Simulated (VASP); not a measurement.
# NbAs (F-43m) in VASP: further runs

NbAs is run at these levels: r2SCAN; tasks: single point.

Everything below comes from runs of VASP 6.6.1. Logs are shortened: lines on timing, memory, paths and dates and some standing lists are left out, and cuts for length are marked.

### Step 1. The cell of the first run

It takes space group F-43m (No. 216, cubic). Conventional cell: a = 5.839 Å, b = 5.839 Å, c = 5.839 Å, α = 90.00°, β = 90.00°, γ = 90.00°. Nb (site symmetry -43m) has 4 As at 2.53 Å within 3.3 Å. Within 3.3 Å of As (site symmetry -43m) lie 4 Nb at 2.53 Å.

### Step 2. Single point, r2SCAN, collinear spin

File POSCAR:

```
NbAs
1.0
    0.0000000000      2.9194254652      2.9194254652
    2.9194254652      0.0000000000      2.9194254652
    2.9194254652      2.9194254652      0.0000000000
Nb As
1 1
Direct
    0.0000000000      0.0000000000      0.0000000000
    0.2500000000      0.2500000000      0.2500000000
```

File INCAR.step1:

```
SYSTEM = NbAs
ALGO = Normal ; EDIFF = 1E-4
ENCUT = 520 ; GGA = PE
ISMEAR = 0 ; ISPIN = 2
LASPH = .True. ; LCHARG = .False.
LMAXMIX = 4 ; LREAL = .False.
LWAVE = .True. ; MAGMOM = 0.46 0
NBANDS = 20 ; NELM = 150
PREC = Accurate ; SIGMA = 0.1
```

File INCAR.step2:

```
SYSTEM = NbAs
ALGO = Normal ; EDIFF = 1E-6
ENCUT = 520 ; ISIF = 2
ISMEAR = 0 ; ISPIN = 2
ISTART = 1 ; LASPH = .True.
LCHARG = .False. ; LMAXMIX = 4
LMIXTAU = .True. ; LORBIT = 11
LREAL = .False. ; LWAVE = .False.
MAGMOM = 0.46 0 ; METAGGA = R2SCAN
NBANDS = 20 ; NELM = 150
PREC = Accurate ; SIGMA = 0.1
```

File KPOINTS:

```
k-points
0
Gamma
  6 6 6
  0 0 0
```

Potentials or basis: VASP PAW PBE potentials, release 64 (Nb_sv, As).

The run is started by

```bash
cat potpaw_PBE.64/Nb_sv/POTCAR potpaw_PBE.64/As/POTCAR > POTCAR
cp INCAR.step1 INCAR
mpirun -np 1 vasp_std > vasp.out
cp INCAR.step2 INCAR
mpirun -np 1 vasp_std > vasp.out
```

OUTCAR:

```text
SYSTEM = NbAs
   EDIFF = 1E-6
   ENCUT = 520
   ISIF = 2
   ISMEAR = 0
   ISPIN = 2
   ISTART = 1
   LASPH = .True.
   LORBIT = 11
   LREAL = .False.
   METAGGA = R2SCAN
   NELM = 150
   PREC = Accurate

 ion  position               nearest neighbor table
   1  0.000  0.000  0.000-   2 2.53   2 2.53   2 2.53   2 2.53
   2  0.250  0.250  0.250-   1 2.53   1 2.53   1 2.53   1 2.53

  LATTYP: Found a face centered cubic cell.
 ALAT       =     5.8388509304

  Lattice vectors:

 A1 = (   0.0000000000,   2.9194254652,   2.9194254652)
 A2 = (   2.9194254652,   0.0000000000,   2.9194254652)
 A3 = (   2.9194254652,   2.9194254652,   0.0000000000)

Analysis of symmetry for initial positions (statically):
=====================================================================
 Subroutine PRICEL returns:
 Original cell was already a primitive cell.

 Routine SETGRP: Setting up the symmetry group for a
 face centered cubic supercell.

 Subroutine GETGRP returns: Found 24 space group operations
 (whereof 24 operations were pure point group operations)
 out of a pool of 48 trial point group operations.

The static configuration has the point symmetry T_d .

Analysis of symmetry for dynamics (positions and initial velocities):
=====================================================================
 Subroutine PRICEL returns:
 Original cell was already a primitive cell.

 Routine SETGRP: Setting up the symmetry group for a
 face centered cubic supercell.

 Subroutine GETGRP returns: Found 24 space group operations
 (whereof 24 operations were pure point group operations)
 out of a pool of 48 trial point group operations.

The dynamic configuration has the point symmetry T_d .

Analysis of structural, dynamic, and magnetic symmetry:
=====================================================================
 Subroutine PRICEL returns:
 Original cell was already a primitive cell.

 Routine SETGRP: Setting up the symmetry group for a
 face centered cubic supercell.

 Subroutine GETGRP returns: Found 24 space group operations
 (whereof 24 operations were pure point group operations)
 out of a pool of 48 trial point group operations.

The overall configuration has the point symmetry T_d .

 Subroutine INISYM returns: Found 24 space group operations
 (whereof 24 operations are pure point group operations),
 and found     1 'primitive' translations

----------------------------------------------------------------------------------------

                                     Primitive cell

  volume of cell :      49.7648

  direct lattice vectors                    reciprocal lattice vectors
     0.000000000  2.919425465  2.919425465    -0.171266575  0.171266575  0.171266575
     2.919425465  0.000000000  2.919425465     0.171266575 -0.171266575  0.171266575
     2.919425465  2.919425465  0.000000000     0.171266575  0.171266575 -0.171266575

  length of vectors
     4.128691087  4.128691087  4.128691087     0.296642409  0.296642409  0.296642409

  position of ions in fractional coordinates (direct lattice)
     0.000000000  0.000000000  0.000000000
     0.250000000  0.250000000  0.250000000

  ion indices of the primitive-cell ions
   primitive index   ion index
                 1           1
                 2           2

----------------------------------------------------------------------------------------

 KPOINTS: k-points

Automatic generation of k-mesh.
 Grid dimensions read from file:
 generate k-points for:    6    6    6

 Generating k-lattice:

  Cartesian coordinates                     Fractional coordinates (reciprocal lattice)
    -0.028544429  0.028544429  0.028544429     0.166666667  0.000000000  0.000000000
     0.028544429 -0.028544429  0.028544429     0.000000000  0.166666667  0.000000000
     0.028544429  0.028544429 -0.028544429     0.000000000  0.000000000  0.166666667

  Length of vectors
     0.049440402  0.049440402  0.049440402

  Shift w.r.t. Gamma in fractional coordinates (k-lattice)
     0.000000000  0.000000000  0.000000000

 Subroutine IBZKPT returns following result:
 ===========================================

 Found     16 irreducible k-points:

 Following reciprocal coordinates:
            Coordinates               Weight
  0.000000  0.000000  0.000000      1.000000
  0.166667  0.000000  0.000000      8.000000
  0.333333  0.000000  0.000000      8.000000
  0.500000  0.000000  0.000000      4.000000
  0.166667  0.166667  0.000000      6.000000
  0.333333  0.166667  0.000000     24.000000
[... 8 lines left out ...]
 -0.333333  0.333333  0.166667     24.000000
 -0.333333  0.500000  0.166667     12.000000
   k-points           NKPTS =     16   k-points in BZ     NKDIM =     16   number of bands    NBANDS=     20
   number of dos      NEDOS =    301   number of ions     NIONS =      2
   total plane-waves  NPLWV =  32768
   dimension x,y,z NGX =    32 NGY =   32 NGZ =   32
   dimension x,y,z NGXF=    64 NGYF=   64 NGZF=   64
   ions per type =               1   1
   NGX,Y,Z   is equivalent  to a cutoff of  12.89, 12.89, 12.89 a.u.
   NGXF,Y,Z  is equivalent  to a cutoff of  25.77, 25.77, 25.77 a.u.
 SYSTEM =  NbAs
   PREC   = accura    normal or accurate (medium, high low for compatibility)
   ISTART =      1    job   : 0-new  1-cont  2-samecut
   ICHARG =      0    charge: 1-file 2-atom 10-const
   ISPIN  =      2    spin polarized calculation?
   LNONCOLLINEAR =      F non collinear calculations
   LSORBIT =      F    spin-orbit coupling
   LASPH  =      T    aspherical Exc in radial PAW
   ENCUT  =  520.0 eV  38.22 Ry    6.18 a.u.   7.68  7.68  7.68*2*pi/ulx,y,z
   NELM   =    150;   NELMIN=  2; NELMDL=  0     # of ELM steps
   EDIFF  = 0.1E-05   stopping-criterion for ELM
   LREAL  =      F    real-space projection
   EDIFFG = 0.1E-04   stopping-criterion for IOM
   NSW    =      0    number of steps for IOM
   IBRION =     -1    ionic relax: 0-MD 1-quasi-New 2-CG
   NFREE  =      0    steps in history (QN), initial steepest desc. (CG)
   ISIF   =      2    stress and relaxation
   ISYM   =      2    0-nonsym 1-usesym 2-fastsym
   POTIM  = 0.5000    time-step for ionic-motion
   TEBEG  =    0.0;   TEEND  =   0.0 temperature during run
   PSTRESS=    0.0 pullay stress
   NELECT =      18.0000    total number of electrons
   NUPDOWN=      -1.0000    fix difference up-down
   EMIN   =  10.00;   EMAX   =-10.00  energy-range for DOS
   EFERMI =   0.00;   METHOD = LEGACY
   ISMEAR =     0;   SIGMA  =   0.10  broadening in eV -4-tet -1-fermi 0-gaus
   EFERMI_NEDOS =   21; number of points for ismear=-14 and -15
   IALGO  =     38    algorithm
   IMIX   =      4    mixing-type and parameters
     AMIX     =   0.40;   BMIX     =  1.00
     AMIX_MAG =   1.60;   BMIX_MAG =  1.00
  volume/ion in A,a.u.               =      24.88       167.91
  Fermi-wavevector in a.u.,A,eV,Ry     =   1.166429  2.204231 18.511494  1.360556
  Thomas-Fermi vector in A             =   2.302942
   LORBIT       =     11    0 simple, 1 ext, 2 COOP (PROOUT), +10 PAW based schemes
   METAGGA = R2SCAN    functional components
   LHFCALC =     F    Hartree Fock is set to
   AEXX    =    0.0000 exact exchange contribution
   IVDW    =     0    specifies the selected vdW correction
   LEPSILON=     F    determine dielectric tensor
   LRPA    =     F    only Hartree local field effects (RPA)
 spin polarized calculation
 Gauss-broadening in eV      SIGMA  =   0.10
  energy-cutoff  :      520.00
  volume of cell :       49.76
 maximum number of plane-waves:      1363
   NGX = 15   NGY = 15   NGZ = 15

 number of electron      18.0000001 magnetization       1.2501583

 Free energy of the ion-electron system (eV)
  ---------------------------------------------------
  ext. energy  EPLUGINS =         0.00000000
  ---------------------------------------------------
  free energy    TOTEN  =       -39.26396610 eV

  energy without entropy =      -39.25022677  energy(sigma->0) =      -39.25709643

 E-fermi :   5.6131     XC(G=0): -10.3672

 val. band max:        5.6101791696   @ k =  -0.3333   0.1667   0.0000
 cond. band min:       5.6314008454   @ k =   0.5000   0.1667   0.0000
 fundamental gap:      0.0212216757
 Fermi energy:         5.6130739390

 spin component 1

 k-point     1 :       0.0000    0.0000    0.0000
  band No.  band energies     occupation
      1     -51.8261      1.00000
      2     -27.2788      1.00000
      3     -27.2788      1.00000
      4     -27.2788      1.00000
      5      -6.4960      1.00000
      6       1.9669      1.00000
[... 12 lines left out ...]
     19      18.8648      0.00000
     20      18.8648      0.00000

 k-point     2 :       0.1667    0.0000    0.0000
  band No.  band energies     occupation
      1     -51.8251      1.00000
      2     -27.2961      1.00000
      3     -27.2814      1.00000
      4     -27.2814      1.00000
      5      -6.2846      1.00000
      6       1.6612      1.00000
[... 12 lines left out ...]
     19      18.2713      0.00000
     20      18.2713      0.00000
[... 280 lines left out ...]
      2     -27.3381      1.00000
      3     -27.3117      1.00000
      4     -27.2982      1.00000
      5      -5.3820      1.00000
      6       1.5774      1.00000
[... 12 lines left out ...]
     19      18.7250      0.00000
     20      20.4539      0.00000

 k-point    16 :      -0.3333    0.5000    0.1667
  band No.  band energies     occupation
      1     -51.8210      1.00000
      2     -27.3405      1.00000
      3     -27.3109      1.00000
      4     -27.3038      1.00000
      5      -5.3048      1.00000
      6       1.1449      1.00000
[... 12 lines left out ...]
     19      19.4858      0.00000
     20      20.6421      0.00000
 Fermi energy:         5.6130739390

 spin component 2

 k-point     1 :       0.0000    0.0000    0.0000
  band No.  band energies     occupation
      1     -50.9603      1.00000
      2     -26.2566      1.00000
      3     -26.2566      1.00000
      4     -26.2566      1.00000
      5      -6.5140      1.00000
      6       2.2860      1.00000
[... 12 lines left out ...]
     19      19.2530      0.00000
     20      19.2530      0.00000

 k-point     2 :       0.1667    0.0000    0.0000
  band No.  band energies     occupation
      1     -50.9593      1.00000
      2     -26.2751      1.00000
      3     -26.2594      1.00000
      4     -26.2594      1.00000
      5      -6.3116      1.00000
      6       1.9486      1.00000
[... 12 lines left out ...]
     19      18.6888      0.00000
     20      18.6888      0.00000
[... 281 lines left out ...]
      3     -26.2913      1.00000
      4     -26.2771      1.00000
      5      -5.4536      1.00000
      6       1.9216      1.00000
[... 12 lines left out ...]
     19      19.1065      0.00000
     20      20.8080      0.00000

 k-point    16 :      -0.3333    0.5000    0.1667
  band No.  band energies     occupation
      1     -50.9551      1.00000
      2     -26.3232      1.00000
      3     -26.2905      1.00000
      4     -26.2830      1.00000
      5      -5.3810      1.00000
      6       1.5639      1.00000
[... 12 lines left out ...]
     19      19.8997      0.00000
     20      21.0710      0.00000

------------------------ aborting loop because EDIFF is reached ----------------------------------------

  FORCE on cell =-STRESS in cart. coord.  units (eV):
  Direction    XX          YY          ZZ          XY          YZ          ZX
  --------------------------------------------------------------------------------------
  -------------------------------------------------------------------------------------
  Total        0.0122943      0.0122943      0.0122943      0.0000000     -0.0000000      0.0000000
  in kB        0.3958153      0.3958153      0.3958153      0.0000000     -0.0000000      0.0000000
  external PRESSURE =       0.3958153 kB  Pullay stress =       0.0000000 kB

 VOLUME and BASIS-vectors are now :
 -----------------------------------------------------------------------------
  energy-cutoff  :      520.00
  volume of cell :       49.76
      direct lattice vectors                 reciprocal lattice vectors
     0.000000000  2.919425465  2.919425465    -0.171266575  0.171266575  0.171266575
     2.919425465  0.000000000  2.919425465     0.171266575 -0.171266575  0.171266575
     2.919425465  2.919425465  0.000000000     0.171266575  0.171266575 -0.171266575

 POSITION                                       TOTAL-FORCE (eV/Angst)
 -----------------------------------------------------------------------------------
      0.00000      0.00000      0.00000         0.000000      0.000000      0.000000
      1.45971      1.45971      1.45971        -0.000000     -0.000000     -0.000000
 -----------------------------------------------------------------------------------
    total drift:                                0.000000      0.000000      0.000000

  FREE ENERGIE OF THE ION-ELECTRON SYSTEM (eV)
  ---------------------------------------------------
  free  energy   TOTEN  =       -39.2639660959 eV

  energy  without entropy=      -39.2502267740  energy(sigma->0) =      -39.25709643

 total charge

# of ion       s       p       d       tot
------------------------------------------
    1        2.155   5.972   2.505  10.632
    2        1.208   1.718   0.057   2.983
--------------------------------------------------
tot          3.363   7.689   2.562  13.615

 magnetization (x)

# of ion       s       p       d       tot
------------------------------------------
    1        0.012   0.005   1.013   1.030
    2       -0.011  -0.079   0.026  -0.063
--------------------------------------------------
tot          0.001  -0.074   1.039   0.967
```

It took 90 s on 1 thread of AMD EPYC 9R45 (Zen 5), shared host; peak memory 0.2 GiB.

Results:

| Item | Value |
| --- | --- |
| Free energy | -39.2640 eV |
| Pressure | 0.0 GPa |
| Net moment | 1.25 μB per cell |
| Site moments | Nb +1.03; As -0.06 μB |
| Valence electrons inside the program's atomic spheres | Nb 10.63; As 2.98 |

Caveat: the PAW data sets were made with another functional, which shifts forces and pressure a little.

### Step 3. Single point, r2SCAN

This run uses another cell than the first one, of 23.05 Å³/atom.

File POSCAR:

```
NbAs
1.0
    0.0000000000      2.8458179844      2.8458179844
    2.8458179844      0.0000000000      2.8458179844
    2.8458179844      2.8458179844      0.0000000000
Nb As
1 1
Direct
    0.0000000000      0.0000000000      0.0000000000
    0.2500000000      0.2500000000      0.2500000000
```

File INCAR.step1:

```
SYSTEM = NbAs
PREC = Accurate
ENCUT = 520
ISMEAR = 0
SIGMA = 0.1
LREAL = .FALSE.
LASPH = .TRUE.
NELM = 60
NBANDS = 16
GGA = PE
ALGO = Normal
EDIFF = 1E-4
LWAVE = .TRUE.
LCHARG = .FALSE.
```

File INCAR.step2:

```
SYSTEM = NbAs
PREC = Accurate
ENCUT = 520
EDIFF = 1E-7
ISMEAR = 0
SIGMA = 0.1
LREAL = .FALSE.
LASPH = .TRUE.
NELM = 60
ALGO = Normal
ISIF = 2
LWAVE = .FALSE.
LCHARG = .FALSE.
METAGGA = R2SCAN
LMIXTAU = .TRUE.
NBANDS = 16
ISTART = 1
```

File KPOINTS:

```
regular mesh
0
G
  12 12 12
  0 0 0
```

Potentials or basis: VASP PAW PBE potentials, release 64 (Nb_sv, As).

The run is started by

```bash
cat potpaw_PBE.64/Nb_sv/POTCAR potpaw_PBE.64/As/POTCAR > POTCAR
cp INCAR.step1 INCAR
mpirun -np 1 vasp_std > vasp.out
cp INCAR.step2 INCAR
mpirun -np 1 vasp_std > vasp.out
```

OUTCAR:

```text
SYSTEM = NbAs
   PREC = Accurate
   ENCUT = 520
   EDIFF = 1E-7
   ISMEAR = 0
   LREAL = .FALSE.
   LASPH = .TRUE.
   NELM = 60
   ISIF = 2
   METAGGA = R2SCAN
   ISTART = 1

 ion  position               nearest neighbor table
   1  0.000  0.000  0.000-   2 2.46   2 2.46   2 2.46   2 2.46
   2  0.250  0.250  0.250-   1 2.46   1 2.46   1 2.46   1 2.46

  LATTYP: Found a face centered cubic cell.
 ALAT       =     5.6916359688

  Lattice vectors:

 A1 = (   0.0000000000,   2.8458179844,   2.8458179844)
 A2 = (   2.8458179844,   0.0000000000,   2.8458179844)
 A3 = (   2.8458179844,   2.8458179844,   0.0000000000)
[... 626 lines left out ...]
      5      -5.0351      2.00000
      6       2.0658      2.00000
[... 8 lines left out ...]
     15      15.7660      0.00000
     16      16.6309      0.00000

 [... further k-points ...]
[... 5 lines left out ...]
  --------------------------------------------------------------------------------------
  -------------------------------------------------------------------------------------
  Total        1.5915741      1.5915741      1.5915741      0.0000000      0.0000000      0.0000000
  in kB       55.3204979     55.3204979     55.3204979      0.0000000      0.0000000      0.0000000
  external PRESSURE =      55.3204979 kB  Pullay stress =       0.0000000 kB

 VOLUME and BASIS-vectors are now :
 -----------------------------------------------------------------------------
  energy-cutoff  :      520.00
  volume of cell :       46.09
      direct lattice vectors                 reciprocal lattice vectors
     0.000000000  2.845817984  2.845817984    -0.175696409  0.175696409  0.175696409
     2.845817984  0.000000000  2.845817984     0.175696409 -0.175696409  0.175696409
     2.845817984  2.845817984  0.000000000     0.175696409  0.175696409 -0.175696409

 POSITION                                       TOTAL-FORCE (eV/Angst)
 -----------------------------------------------------------------------------------
      0.00000      0.00000      0.00000         0.000000      0.000000      0.000000
      1.42291      1.42291      1.42291        -0.000000     -0.000000     -0.000000
 -----------------------------------------------------------------------------------
    total drift:                                0.000000      0.000000      0.000000

  FREE ENERGIE OF THE ION-ELECTRON SYSTEM (eV)
  ---------------------------------------------------
  free  energy   TOTEN  =       -39.1573003196 eV

  energy  without entropy=      -39.1448729494  energy(sigma->0) =      -39.15108663
```

OSZICAR.step1:

```text
N       E                     dE             d eps       ncg     rms          rms(c)
DAV:   1     0.138164867323E+03    0.13816E+03   -0.90074E+03  2304   0.106E+03
DAV:   2    -0.790978144502E+01   -0.14607E+03   -0.14032E+03  2896   0.337E+02
DAV:   3    -0.150173935194E+02   -0.71076E+01   -0.69523E+01  3752   0.615E+01
DAV:   4    -0.152634725644E+02   -0.24608E+00   -0.24559E+00  2968   0.109E+01
DAV:   5    -0.152748623377E+02   -0.11390E-01   -0.11387E-01  3744   0.209E+00    0.714E+00
DAV:   6    -0.142244486818E+02    0.10504E+01   -0.30121E+00  3656   0.144E+01    0.232E+00
DAV:   7    -0.142326074955E+02   -0.81588E-02   -0.12469E-01  2848   0.302E+00    0.147E+00
DAV:   8    -0.142354091611E+02   -0.28017E-02   -0.22590E-02  3872   0.129E+00    0.187E-01
DAV:   9    -0.142353048400E+02    0.10432E-03   -0.20910E-03  3408   0.378E-01    0.991E-02
DAV:  10    -0.142353342306E+02   -0.29391E-04   -0.16059E-04  2832   0.116E-01
   1 F= -.14235334E+02 E0= -.14229306E+02  d E =-.120556E-01
```

It took 2.1 min on 1 thread of AMD EPYC 9R45 (Zen 5), shared host; peak memory 0.18 GiB.

Results:

| Item | Value |
| --- | --- |
| Free energy | -39.1573 eV |
| Pressure | 5.5 GPa |
| Band gap on the k mesh | zero (bands 9 and 10 overlap by 0.57 eV) |

Levels at points of the mesh, in eV from the Fermi level:
```
           k point  band 7  band 8  band 9  band 10  band 11  band 12
(0.00, 0.00, 0.00)   -3.99   -3.99    0.04     0.04     2.81     6.02
(0.50, 0.00, 0.00)   -3.52   -3.52    0.45     0.45     0.71     3.56
(0.50, 0.50, 0.00)   -2.44   -2.44   -1.20     0.94     1.07     1.49
```

Caveat: the cell stands under pressure; the PAW data sets were made with another functional, which shifts forces and pressure a little.

(Part 1 of 2 ends here.)
